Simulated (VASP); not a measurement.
# TiSi16 (a cell with a defect) in VASP: relaxation of the atoms with PBE

Aim: the relaxation of the atoms of TiSi16 (a cell with a defect) with PBE.

Everything below comes from runs of VASP 6.6.1. Logs are shortened: lines on timing, memory, paths and dates and some standing lists are left out, and cuts for length are marked.

## 1. The cell of the first run

The cell holds a defect, 17 atoms: a = 7.679 Å, b = 7.679 Å, c = 7.679 Å, α = 60.00°, β = 60.00°, γ = 60.00°.

## 2. Relaxation of the atoms, PBE

The input, INCAR:

```
SYSTEM = TiSi16
PREC = Accurate ; ENCUT = 520
EDIFF = 1E-6 ; ISMEAR = 0
SIGMA = 0.05 ; LREAL = Auto
LASPH = .TRUE. ; NELM = 60
ALGO = Normal ; ISIF = 2
LWAVE = .FALSE. ; LCHARG = .FALSE.
GGA = PE ; IBRION = 2
NSW = 80 ; EDIFFG = -0.03
```

The input, KPOINTS:

```
regular mesh
0
G
  2 2 2
  0 0 0
```

The input, POSCAR:

```
TiSi16
1.0
    0.0000000000      5.4300000000      5.4300000000
    5.4300000000      0.0000000000      5.4300000000
    5.4300000000      5.4300000000      0.0000000000
Si Ti
16 1
Direct
    0.0000000000      0.0000000000      0.0000000000
    0.1250000000      0.1250000000      0.1250000000
    0.0000000000      0.0000000000      0.5000000000
    0.1250000000      0.1250000000      0.6250000000
    0.0000000000      0.5000000000      0.0000000000
    0.1250000000      0.6250000000      0.1250000000
    0.0000000000      0.5000000000      0.5000000000
    0.1250000000      0.6250000000      0.6250000000
    0.5000000000      0.0000000000      0.0000000000
    0.6250000000      0.1250000000      0.1250000000
    0.5000000000      0.0000000000      0.5000000000
    0.6250000000      0.1250000000      0.6250000000
    0.5000000000      0.5000000000      0.0000000000
    0.6250000000      0.6250000000      0.1250000000
    0.5000000000      0.5000000000      0.5000000000
    0.6250000000      0.6250000000      0.6250000000
    0.7483961000      0.2560225000      0.2477819000
```

Potentials or basis: VASP PAW PBE potentials, release 64 (Si, Ti_sv).

Started as:

```bash
cat potpaw_PBE.64/Si/POTCAR potpaw_PBE.64/Ti_sv/POTCAR > POTCAR
mpirun -np 1 vasp_std > vasp.out
```

OUTCAR:

```text
SYSTEM = TiSi16
   PREC = Accurate
   ENCUT = 520
   EDIFF = 1E-6
   ISMEAR = 0
   LREAL = Auto
   LASPH = .TRUE.
   NELM = 60
   ISIF = 2
   GGA = PE
   IBRION = 2
   NSW = 80
   EDIFFG = -0.03

 ion  position               nearest neighbor table
   1  0.000  0.000  0.000-   2 2.35   4 2.35   6 2.35  10 2.35  17 2.74
   2  0.125  0.125  0.125-   1 2.35   3 2.35   5 2.35   9 2.35  17 2.36
   3  0.000  0.000  0.500-   2 2.35   4 2.35   8 2.35  12 2.35  17 2.74
   4  0.125  0.125  0.625-   1 2.35   3 2.35   7 2.35  11 2.35
   5  0.000  0.500  0.000-   2 2.35   6 2.35   8 2.35  14 2.35  17 2.69
   6  0.125  0.625  0.125-   1 2.35   5 2.35   7 2.35  13 2.35
   7  0.000  0.500  0.500-   4 2.35   6 2.35   8 2.35  16 2.35
   8  0.125  0.625  0.625-   3 2.35   5 2.35   7 2.35  15 2.35
   9  0.500  0.000  0.000-   2 2.35  10 2.35  12 2.35  14 2.35
  10  0.625  0.125  0.125-   1 2.35   9 2.35  11 2.35  13 2.35  17 2.37
  11  0.500  0.000  0.500-   4 2.35  10 2.35  12 2.35  16 2.35  17 2.74
  12  0.625  0.125  0.625-   3 2.35   9 2.35  11 2.35  15 2.35  17 2.37
  13  0.500  0.500  0.000-   6 2.35  10 2.35  14 2.35  16 2.35  17 2.69
  14  0.625  0.625  0.125-  17 2.31   9 2.35  13 2.35  15 2.35   5 2.35
  15  0.500  0.500  0.500-   8 2.35  12 2.35  14 2.35  16 2.35  17 2.69
  16  0.625  0.625  0.625-   7 2.35  11 2.35  13 2.35  15 2.35
  17  0.748  0.256  0.248-  14 2.31   2 2.36  10 2.37  12 2.37   5 2.69  13 2.69  15 2.69   1 2.74
                             3 2.74  11 2.74

  LATTYP: Found a face centered cubic cell.
 ALAT       =    10.8600000000

  Lattice vectors:

 A1 = (   0.0000000000,   5.4300000000,   5.4300000000)
 A2 = (   5.4300000000,   0.0000000000,   5.4300000000)
 A3 = (   5.4300000000,   5.4300000000,   0.0000000000)

Analysis of symmetry for initial positions (statically):
=====================================================================
 Subroutine PRICEL returns:
 Original cell was already a primitive cell.

 Routine SETGRP: Setting up the symmetry group for a
 face centered cubic supercell.

 Subroutine GETGRP returns: Found  1 space group operations
 (whereof  1 operations were pure point group operations)
 out of a pool of 48 trial point group operations.

The static configuration has the point symmetry C_1 .

Analysis of symmetry for dynamics (positions and initial velocities):
=====================================================================
 Subroutine PRICEL returns:
 Original cell was already a primitive cell.

 Routine SETGRP: Setting up the symmetry group for a
 face centered cubic supercell.

 Subroutine GETGRP returns: Found  1 space group operations
 (whereof  1 operations were pure point group operations)
 out of a pool of 48 trial point group operations.

The dynamic configuration has the point symmetry C_1 .

 Subroutine INISYM returns: Found  1 space group operations
 (whereof  1 operations are pure point group operations),
 and found     1 'primitive' translations

----------------------------------------------------------------------------------------

                                     Primitive cell

  volume of cell :     320.2060

  direct lattice vectors                    reciprocal lattice vectors
     0.000000000  5.430000000  5.430000000    -0.092081031  0.092081031  0.092081031
     5.430000000  0.000000000  5.430000000     0.092081031 -0.092081031  0.092081031
     5.430000000  5.430000000  0.000000000     0.092081031  0.092081031 -0.092081031

  length of vectors
     7.679179644  7.679179644  7.679179644     0.159489025  0.159489025  0.159489025

  position of ions in fractional coordinates (direct lattice)
     0.000000000  0.000000000  0.000000000
     0.125000000  0.125000000  0.125000000
     0.000000000  0.000000000  0.500000000
     0.125000000  0.125000000  0.625000000
     0.000000000  0.500000000  0.000000000
     0.125000000  0.625000000  0.125000000
[... 9 lines left out ...]
     0.625000000  0.625000000  0.625000000
     0.748396100  0.256022500  0.247781900

  ion indices of the primitive-cell ions
   primitive index   ion index
                 1           1
                 2           2
                 3           3
                 4           4
                 5           5
                 6           6
[... 9 lines left out ...]
                16          16
                17          17

----------------------------------------------------------------------------------------

 KPOINTS: regular mesh

Automatic generation of k-mesh.
 Grid dimensions read from file:
 generate k-points for:    2    2    2

 Generating k-lattice:

  Cartesian coordinates                     Fractional coordinates (reciprocal lattice)
    -0.046040516  0.046040516  0.046040516     0.500000000  0.000000000  0.000000000
     0.046040516 -0.046040516  0.046040516     0.000000000  0.500000000  0.000000000
     0.046040516  0.046040516 -0.046040516     0.000000000  0.000000000  0.500000000

  Length of vectors
     0.079744512  0.079744512  0.079744512

  Shift w.r.t. Gamma in fractional coordinates (k-lattice)
     0.000000000  0.000000000  0.000000000

 Subroutine IBZKPT returns following result:
 ===========================================

 Found      8 irreducible k-points:

 Following reciprocal coordinates:
            Coordinates               Weight
  0.000000  0.000000  0.000000      1.000000
  0.500000  0.000000  0.000000      1.000000
  0.000000  0.500000  0.000000      1.000000
  0.000000  0.000000  0.500000      1.000000
  0.500000  0.500000  0.500000      1.000000
  0.500000  0.500000  0.000000      1.000000
  0.000000  0.500000  0.500000      1.000000
  0.500000  0.000000  0.500000      1.000000
   k-points           NKPTS =      8   k-points in BZ     NKDIM =      8   number of bands    NBANDS=     47
   number of dos      NEDOS =    301   number of ions     NIONS =     17
   total plane-waves  NPLWV = 216000
   dimension x,y,z NGX =    60 NGY =   60 NGZ =   60
   dimension x,y,z NGXF=   120 NGYF=  120 NGZF=  120
   ions per type =              16   1
   NGX,Y,Z   is equivalent  to a cutoff of  12.99, 12.99, 12.99 a.u.
   NGXF,Y,Z  is equivalent  to a cutoff of  25.98, 25.98, 25.98 a.u.
 SYSTEM =  TiSi16
   PREC   = accura    normal or accurate (medium, high low for compatibility)
   ISTART =      0    job   : 0-new  1-cont  2-samecut
   ICHARG =      2    charge: 1-file 2-atom 10-const
   ISPIN  =      1    spin polarized calculation?
   LNONCOLLINEAR =      F non collinear calculations
   LSORBIT =      F    spin-orbit coupling
   LASPH  =      T    aspherical Exc in radial PAW
   ENCUT  =  520.0 eV  38.22 Ry    6.18 a.u.  14.28 14.28 14.28*2*pi/ulx,y,z
   NELM   =     60;   NELMIN=  2; NELMDL= -5     # of ELM steps
   EDIFF  = 0.1E-05   stopping-criterion for ELM
   LREAL  =      T    real-space projection
   EDIFFG = -.3E-01   stopping-criterion for IOM
   NSW    =     80    number of steps for IOM
   IBRION =      2    ionic relax: 0-MD 1-quasi-New 2-CG
   NFREE  =      1    steps in history (QN), initial steepest desc. (CG)
   ISIF   =      2    stress and relaxation
   ISYM   =      2    0-nonsym 1-usesym 2-fastsym
   POTIM  = 0.5000    time-step for ionic-motion
   TEBEG  =    0.0;   TEEND  =   0.0 temperature during run
   PSTRESS=    0.0 pullay stress
   NELECT =      76.0000    total number of electrons
   NUPDOWN=      -1.0000    fix difference up-down
   EMIN   =  10.00;   EMAX   =-10.00  energy-range for DOS
   EFERMI =   0.00;   METHOD = LEGACY
   ISMEAR =     0;   SIGMA  =   0.05  broadening in eV -4-tet -1-fermi 0-gaus
   EFERMI_NEDOS =   21; number of points for ismear=-14 and -15
   IALGO  =     38    algorithm
   IMIX   =      4    mixing-type and parameters
     AMIX     =   0.40;   BMIX     =  1.00
     AMIX_MAG =   1.60;   BMIX_MAG =  1.00
  volume/ion in A,a.u.               =      18.84       127.11
  Fermi-wavevector in a.u.,A,eV,Ry     =   1.013607  1.915439 13.978610  1.027399
  Thomas-Fermi vector in A             =   2.146786
   LORBIT       =      0    0 simple, 1 ext, 2 COOP (PROOUT), +10 PAW based schemes
   GGA     = PE    functional components
   LHFCALC =     F    Hartree Fock is set to
   AEXX    =    0.0000 exact exchange contribution
   IVDW    =     0    specifies the selected vdW correction
   LEPSILON=     F    determine dielectric tensor
   LRPA    =     F    only Hartree local field effects (RPA)
 conjugate gradient relaxation of ions
 non-spin polarized calculation
 Gauss-broadening in eV      SIGMA  =   0.05
  energy-cutoff  :      520.00
  volume of cell :      320.21
 maximum number of plane-waves:      8646
 NGX is ok and might be reduce to    60
   NGX = 29   NGY = 29   NGZ = 29

--------------------------------------- Ionic step        1  -------------------------------------------

 number of electron      76.0000004 magnetization

 Free energy of the ion-electron system (eV)
  ---------------------------------------------------
  ext. energy  EPLUGINS =         0.00000000
  ---------------------------------------------------
  free energy    TOTEN  =       -91.82866550 eV

  energy without entropy =      -91.78421710  energy(sigma->0) =      -91.80644130

------------------------ aborting loop because EDIFF is reached ----------------------------------------

  FORCE on cell =-STRESS in cart. coord.  units (eV):
  Direction    XX          YY          ZZ          XY          YZ          ZX
  --------------------------------------------------------------------------------------
  -------------------------------------------------------------------------------------
  Total        9.8563174      9.8563941      9.8553945     -0.2883910     -0.2468734      0.2484315
  in kB       49.3169009     49.3172847     49.3122832     -1.4429884     -1.2352513      1.2430476
  external PRESSURE =      49.3154896 kB  Pullay stress =       0.0000000 kB
[... 240 lines left out ...]
  energy  without entropy=      -92.1885882096  energy(sigma->0) =      -92.20024128

--------------------------------------- Ionic step        6  -------------------------------------------

 number of electron      75.9999998 magnetization

 Free energy of the ion-electron system (eV)
  ---------------------------------------------------
  ext. energy  EPLUGINS =         0.00000000
  ---------------------------------------------------
  free energy    TOTEN  =       -92.21299794 eV

  energy without entropy =      -92.18864084  energy(sigma->0) =      -92.20081939

 E-fermi :   6.9291     XC(G=0):  -9.7514

 val. band max:        6.8907692488   @ k =   0.5000   0.5000   0.0000
 cond. band min:       6.9581925835   @ k =   0.0000   0.0000   0.5000
 fundamental gap:      0.0674233346
 Fermi energy:         6.9291079052

 k-point     1 :       0.0000    0.0000    0.0000
  band No.  band energies     occupation
      1     -49.8795      2.00000
      2     -26.2548      2.00000
      3     -26.2508      2.00000
      4     -26.2505      2.00000
      5      -5.7214      2.00000
      6      -3.5142      2.00000
[... 433 lines left out ...]
  FREE ENERGIE OF THE ION-ELECTRON SYSTEM (eV)
  ---------------------------------------------------
  free  energy   TOTEN  =       -92.2129979362 eV

  energy  without entropy=      -92.1886408428  energy(sigma->0) =      -92.20081939

 reached required accuracy - stopping structural energy minimisation
```

Run time: 20 min. Hardware: 1 thread of Oxide Virtual Turin-like, shared host; peak memory 0.53 GiB.

Results:

```
Free energy                  : -92.2130 eV
Energy gained by relaxing    : 22.6 meV/atom
Ionic steps                  : 6
Pressure after relaxing      : 4.0 GPa
Largest force after relaxing : 0.022 eV/Å
Band gap on the k mesh       : zero (bands 38 and 39 overlap by 0.43 eV)
```

Forces in eV/Å, atoms in the order of the input:
```
Si  -0.015  0.000  0.001
Si   0.005 -0.005 -0.001
Si   0.000  0.015  0.001
Si   0.002 -0.002  0.001
Si   0.007 -0.007  0.010
Si  -0.003  0.002 -0.002
Si   0.001 -0.001  0.001
Si  -0.002  0.003 -0.002
Si  -0.007  0.007 -0.009
Si   0.006  0.002  0.007
Si   0.001 -0.001 -0.016
Si  -0.002 -0.006  0.007
Si   0.007 -0.011  0.007
Si   0.005 -0.005  0.005
Si   0.011 -0.007  0.007
Si  -0.002  0.002 -0.003
Ti  -0.012  0.012 -0.014
```

The path:
| step | energy change (eV) | largest force (eV/Å) | pressure (GPa) |
| --- | --- | --- | --- |
| 1 | 0.0000 | 2.0975 | 4.93 |
| 2 | -0.3764 | 0.4773 | 3.98 |
| 3 | -0.3772 | 0.3567 | 4.00 |
| 4 | -0.3829 | 0.1203 | 4.00 |
| 5 | -0.3832 | 0.0789 | 4.00 |
| 6 | -0.3843 | 0.0221 | 4.01 |

Final structure:
```
Si Ti
1.0
     0.00000    5.43000    5.43000
     5.43000    0.00000    5.43000
     5.43000    5.43000    0.00000
Si Ti
16 1
Direct
  0.00316 0.99694 0.99679
  0.13715 0.12102 0.12091
  0.00316 0.99694 0.50311
  0.12356 0.12938 0.62353
  0.00303 0.50362 0.99667
  0.12341 0.62375 0.12945
  0.00001 0.49994 0.50002
  0.12341 0.62375 0.62339
  0.49968 0.00122 0.99955
  0.62095 0.12106 0.12095
  0.49681 0.99695 0.50312
  0.62095 0.12106 0.63704
  0.49669 0.50363 0.99669
  0.62055 0.63835 0.12055
  0.49669 0.50363 0.50299
  0.62944 0.62376 0.62340
  0.74974 0.25103 0.24961
```

Caveat: the k points lie up to 0.50 Å⁻¹ apart.
